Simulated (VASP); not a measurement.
Wanted: the native input for a VASP 6.6.1 run.

```yaml
Task: relaxation of the atoms
Functional: PBE
Potentials_or_basis: VASP PAW PBE potentials, release 64 (Ti_sv, C)
Cutoff: 520 eV
k_mesh: 9 × 9 × 1
Occupations: gaussian, width 0.1 eV
Spin: no spin polarisation
Dipole_correction: yes
Atoms_held_fixed_from_0: "[0, 1, 2]"
Further_INCAR_settings: ALGO = Normal; EDIFF = 1e-06; IBRION = 2; EDIFFG = -0.025; NSW = 36
Atoms_held_along_some_axes_from_0: atom 3 along a and b
```

The structure of Ti3C lies in POSCAR:

```
Ti3C
1.0
    2.9075446924      0.0000000000      0.0000000000
   -1.4537723462      2.5180075663      0.0000000000
    0.0000000000      0.0000000000     19.9935258682
Ti C
3 1
Selective dynamics
Direct
    0.6666666667      0.3333333333      0.2000647623  F F F
    0.3333333333      0.6666666667      0.3124429313  F F F
    0.0000000000      0.0000000000      0.4248138084  F F F
    0.1666666667      0.3333333333      0.5108416562  F F T
```

One way to write it, as run:

INCAR

```
SYSTEM = Ti3C
ALGO = Normal ; DIPOL = 0.5 0.5 0.362
EDIFF = 1E-6 ; EDIFFG = -0.025
ENCUT = 520 ; GGA = PE
IBRION = 2 ; IDIPOL = 3
ISIF = 2 ; ISMEAR = 0
LASPH = .TRUE. ; LCHARG = .FALSE.
LDIPOL = .TRUE. ; LREAL = .FALSE.
LWAVE = .FALSE. ; NELM = 80
NSW = 36 ; PREC = Accurate
SIGMA = 0.1
```

KPOINTS

```
k-points
0
G
  9 9 1
  0 0 0
```

Potentials or basis: VASP PAW PBE potentials, release 64 (Ti_sv, C).

The run is started by

```console
$ cat potpaw_PBE.64/Ti_sv/POTCAR potpaw_PBE.64/C/POTCAR > POTCAR
$ mpirun -np 1 vasp_std > vasp.out
```

It gave:

| Property | Result |
| --- | --- |
| Energy gained by relaxing | 4.1 meV/atom |
| Ionic steps | 4 |
| Band gap on the k mesh | zero (bands 20 and 21 overlap by 0.96 eV) |

Wall time 3.5 min on 1 thread of Intel(R) Xeon(R) 6975P-C (Granite Rapids), with other jobs on the host, peak memory 0.32 GiB.
